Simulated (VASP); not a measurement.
As: single point with LDA

Crystal: As.

```xyz
1
Lattice="2.7037 0.0000 0.0000 0.0000 2.7037 -0.1014 0.0000 -0.1014 2.7037" Properties=species:S:1:pos:R:3 pbc="T T T"
As    1.3518    1.3011    1.3011
```

This cell differs from its parent crystal: strain -0.0750 x Voigt [0, 0, 0, 1, 0, 0].

```
Program                : VASP 6.6.1
Task                   : single point
Functional             : LDA
Potentials or basis    : VASP PAW LDA potentials, release 64 (As)
Cutoff                 : 520 eV
k mesh                 : 18 × 18 × 18
Occupations            : gaussian, width 0.15 eV
Spin                   : no spin polarisation
Dipole correction      : no
Further INCAR settings : ALGO = Normal; EDIFF = 1e-07; NBANDS = 8
```

```json
{
 "Pressure": "-2.4 GPa"
}
```

Stress tensor (GPa, compression positive):
```
-2.36  0.00  0.00
 0.00 -2.43  1.97
 0.00  1.97 -2.43
```

Levels at points of the mesh, in eV from the Fermi level:
```csv
k point,band 1,band 2,band 3,band 4,band 5,band 6,band 7
"(0.00, 0.00, 0.00)",-15.03,3.88,4.05,4.33,8.54,8.62,10.41
"(0.50, 0.00, 0.00)",-11.91,-6.98,6.14,6.60,11.31,14.02,14.61
"(0.00, 0.50, 0.00)",-11.89,-6.97,6.14,6.34,11.04,13.86,14.16
"(0.50, 0.50, 0.00)",-8.63,-4.29,-4.28,2.46,8.29,15.62,17.18
"(0.00, 0.50, 0.50)",-8.69,-4.81,-3.71,2.54,8.43,16.38,16.96
"(0.50, 0.50, 0.50)",-5.12,-2.36,-1.90,-1.30,5.34,6.02,6.58
```

Wall time 54 s on 1 thread of Intel(R) Xeon(R) 6975P-C (Granite Rapids), with other jobs on the host, peak memory 0.23 GiB.

Caveat: the cell differs from its parent crystal (strain -0.0750 x Voigt [0, 0, 0, 1, 0, 0]).
